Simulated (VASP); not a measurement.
**MgS: single point with r2SCAN**

MgS:

```xyz
16
Lattice="0.0000 5.6618 5.6618 5.6618 0.0000 5.6618 5.6618 5.6618 0.0000" Properties=species:S:1:pos:R:3 pbc="T T T"
Mg   -0.0649    0.0345    0.1916
Mg    2.9124    2.7403   -0.0462
Mg    2.6383   -0.1938    2.9775
Mg    5.5005    3.0418    2.6139
Mg   -0.2216    2.6836    2.5845
Mg    2.7104    5.7793    2.8470
Mg    3.0793    2.9744    5.5688
Mg    5.7535    5.3975    5.6604
S     1.3662    1.2731    1.7162
S     3.9767    4.2156    1.2965
S     4.0432    1.4185    4.0812
S     7.0887    4.0697    4.3116
S     1.2980    4.3296    4.1211
S     4.6105    6.9645    4.4903
S     4.3243    4.1763    7.0185
S     7.3791    7.3072    7.2203
```

* Program: VASP 6.6.1
* Task: single point
* Functional: r2SCAN
* Potentials or basis: VASP PAW PBE potentials, release 64 (Mg, S)
* Cutoff: 520 eV
* k mesh: 2 × 2 × 2
* Occupations: fermi-dirac, width 0.19 eV
* Spin: no spin polarisation

```json
{"Pressure": "1.8 GPa", "Largest force": "2.416 eV/Å", "Band gap on the k mesh": "3.26 eV"}
```

Forces in eV/Å, atoms in the order of the input:
```
Mg   0.005 -0.145 -1.414
Mg  -0.377 -1.550 -0.148
Mg   1.336  0.379 -0.434
Mg   0.642 -1.451  0.692
Mg   0.919 -0.098  2.233
Mg   0.780 -0.863  1.053
Mg  -2.029 -0.603 -0.931
Mg   0.935  0.929  0.984
S    0.158  0.067 -1.934
S    0.677  1.435  0.767
S    1.360 -0.016  0.301
S   -0.561 -0.978 -0.203
S   -0.023 -0.151  0.796
S   -1.793  0.815 -1.222
S   -0.699  1.459  0.628
S   -1.331  0.770 -1.169
```

Stress tensor (GPa, compression positive):
```
 0.89 -1.09  0.86
-1.09  2.74 -1.22
 0.86 -1.22  1.66
```

Levels at points of the mesh, in eV from the valence-band top:
```csv
k point,band 29,band 30,band 31,band 32,band 33,band 34,band 35,band 36
"(0.00, 0.00, 0.00)",-0.37,-0.23,-0.08,0.00,3.26,3.52,3.62,4.15
"(0.50, 0.00, 0.00)",-0.58,-0.53,-0.30,-0.12,4.35,4.41,4.64,4.92
"(0.00, 0.50, 0.00)",-0.47,-0.43,-0.36,-0.23,4.56,4.73,4.79,4.87
"(0.00, 0.00, 0.50)",-0.80,-0.41,-0.21,-0.07,4.40,4.52,4.69,4.92
"(0.50, 0.50, 0.50)",-0.75,-0.69,-0.25,-0.04,4.59,4.61,4.69,4.83
"(0.50, 0.50, 0.00)",-0.83,-0.59,-0.33,-0.12,4.79,4.87,5.06,5.39
"(0.00, 0.50, 0.50)",-0.79,-0.59,-0.39,-0.31,4.79,4.95,5.06,5.45
"(0.50, 0.00, 0.50)",-0.63,-0.58,-0.41,-0.33,4.59,4.73,4.89,5.35
```

Run time: 30 min on 1 thread of Intel Xeon 8259CL, with other jobs on the host, peak memory 0.57 GiB.

Caveat: the k points lie up to 0.48 Å⁻¹ apart; the atoms stand as in a frame of molecular dynamics; the structure was generated, so it needn't be the stable form of MgS; the PAW data sets were made with another functional, which shifts forces and pressure a little.
